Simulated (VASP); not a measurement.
Here is a VASP 6.6.1 calculation.

File INCAR:

```
PREC = Accurate
ENCUT = 520
EDIFF = 1E-6
ISMEAR = -1
SIGMA = 0.05
LREAL = F
LASPH = T
NELM = 100
ALGO = Normal
ISIF = 2
LWAVE = F
LCHARG = F
NBANDS = 78
```

File KPOINTS:

```
regular mesh
0
Gamma
  3 3 2
```

The input POSCAR:

```
La2In8Ir
1.0
    4.7694490000      0.0466490000      0.0182840000
    0.0466490000      4.7509260000     -0.0614310000
    0.0478350000     -0.1607180000     12.3765260000
Ir La In
1 2 8
Direct
    0.0659338377      0.0329684015      0.4988811681
    0.0583160578      0.0343437987      0.8134510866
    0.9828868665      0.0226291826      0.2047577834
    0.4887237918      0.9790393728      0.0345268569
    0.0494078204      0.4562077149      0.0057549205
    0.0055489027      0.4371593008      0.6173878419
    0.5732462650      0.9583557411      0.6317934061
    0.0087972982      0.5500006330      0.3902530677
    0.5305259160     -0.0255136925      0.3773991613
    0.4725312784      0.5085364659      0.7947412821
    0.4803974326      0.4830317833      0.1879585224
```

Potentials or basis: VASP PAW LDA potentials, release 64 (Ir, La, In_d).

The run is started by

```console
$ cat potpaw_LDA.64/Ir/POTCAR potpaw_LDA.64/La/POTCAR potpaw_LDA.64/In_d/POTCAR > POTCAR
$ mpirun -np 1 vasp_std > vasp.out
```

Question: Predict the largest force.

Answer: 3.526 eV/Å.

Question: Predict the pressure.

Answer: -0.8 GPa.

Forces on the atoms (eV/Å):
```
Ir  -0.295 -2.310 -1.120
La  -1.250 -1.462  0.145
La   0.639 -0.587  0.073
In   0.438 -0.314 -0.999
In  -0.476  1.082  0.162
In   0.102  3.122  1.635
In  -0.491  0.293 -0.915
In   0.417 -1.136 -0.404
In  -0.376  0.577  0.721
In   1.156  0.166  0.254
In   0.137  0.569  0.447
```

Caveat: the k points lie up to 0.44 Å⁻¹ apart; forces of over 1 eV/Å act on the atoms, so gaps and moduli don't describe the material at rest.
